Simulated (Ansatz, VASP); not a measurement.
**LiCl: VASP beside Ansatz**

Contents of POSCAR:

```
LiCl
1.0
    0.0000000000      2.6929980000      2.6288790000
    2.6929980000      0.0000000000      2.6288790000
    2.6929980000      2.6929980000      0.0000000000
Li Cl
1 1
Direct
    0.0000000000      0.0000000000      0.0000000000
    0.5000000000      0.5000000000      0.5000000000
```

The input INCAR.step1:

```
PREC = Accurate
ENCUT = 520
ISMEAR = 0
SIGMA = 0.05
LREAL = False
LASPH = True
NELM = 100
NBANDS = 12
GGA = PE
ALGO = Normal
EDIFF = 1E-4
LWAVE = True
LCHARG = False
```

The input INCAR.step2:

```
PREC = Accurate
ENCUT = 520
EDIFF = 1E-6
ISMEAR = 0
SIGMA = 0.05
LREAL = False
LASPH = True
NELM = 100
ALGO = Normal
ISIF = 2
LWAVE = False
LCHARG = True
METAGGA = R2SCAN
LMIXTAU = True
LELF = True
LVHAR = True
NBANDS = 12
ISTART = 1
```

KPOINTS

```
Automatic mesh
0
Gamma
  8 8 8
```

Input for Ansatz:

```yaml
crystal:
  lattice:
    - [0.0, 2.692998, 2.628879]
    - [2.692998, 0.0, 2.628879]
    - [2.692998, 2.692998, 0.0]
  atoms:
    - { symbol: Li, position: [0.0, 0.0, 0.0] }
    - { symbol: Cl, position: [0.5, 0.5, 0.5] }
basis:
  ecutwfc: 500
kpoints:
  mp_grid: { grid: [8, 8, 8] }
hamiltonian:
  xc: r2scan
scf:
  occupations: { method: gaussian, width: 0.05 }
output:
  forces: true
  stress: true
  eigenvalues: true
```

Change from the starting cell: strain +0.050 along x and y, +0.025 along z, atoms carried along.

Alike in both runs: task single point; functional r2SCAN; k mesh 8 × 8 × 8; occupations gaussian, width 0.05 eV; no spin polarisation.

|  | VASP | Ansatz |
| --- | --- | --- |
| version | VASP 6.6.1 | Ansatz 0.2.0 |
| potentials or method | VASP PAW PBE potentials, release 64 (Li_sv, Cl), cutoff 520 eV | scalar-relativistic, plane waves, PAW |
| valence electrons in the cell | 10 | 10 |

Ansatz gave:

```
gap on the k mesh at the Fermi level (eV) : 6.52
least direct gap on the mesh (eV)         : 6.52
```

Task: What did VASP give for the same quantities?

Result: gap on the k mesh at the Fermi level (eV): 6.61; least direct gap on the mesh (eV): 6.61.

VASP's potentials were made for PBE, not for r2SCAN.

Noted on VASP's run: the cutoff is short for stress, so the pressure is rough.
